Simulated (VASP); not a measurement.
Here is a VASP 6.6.1 calculation.

INCAR

```
SYSTEM = Sb
ALGO = Normal ; EDIFF = 1E-6
EDIFFG = -0.001 ; ENCUT = 600
GGA = CA ; IBRION = 2
ISIF = 3 ; ISMEAR = -1
LASPH = .True. ; LCHARG = .False.
LREAL = .False. ; LWAVE = .False.
NELM = 60 ; NSW = 80
PREC = Accurate ; SIGMA = 0.15
```

Contents of KPOINTS:

```
k-points
0
Gamma
  12 12 12
  0 0 0
```

File POSCAR:

```
Sb
1.0
    2.1471153976      1.2396376528      3.6534606304
   -2.1471153976      1.2396376528      3.6534606304
    0.0000000000     -2.4792753056      3.6534606304
Sb
2
Direct
    0.2359094825      0.2359094825      0.2359094825
    0.7640905175      0.7640905175      0.7640905175
```

Potentials or basis: VASP PAW LDA potentials, release 64 (Sb).

Command:

```console
$ cat potpaw_LDA.64/Sb/POTCAR > POTCAR
$ mpirun -np 1 vasp_std > vasp.out
```

(1) Estimate the band gap on the k mesh.

(2) What does it give for the relaxed cell?

(3) What does it give for the relaxed volume?

(4) Predict the space group after relaxing (to 0.1 Å).

Results:

(1) zero (bands 5 and 6 overlap by 0.26 eV).

(2) a = 4.403 Å, b = 4.403 Å, c = 4.403 Å, α = 58.41°, β = 58.41°, γ = 58.41°.

(3) 29.08 Å³/atom.

(4) R-3m (No. 166).

Caveat: spin-orbit coupling is left out, which moves the levels of the heavy elements.
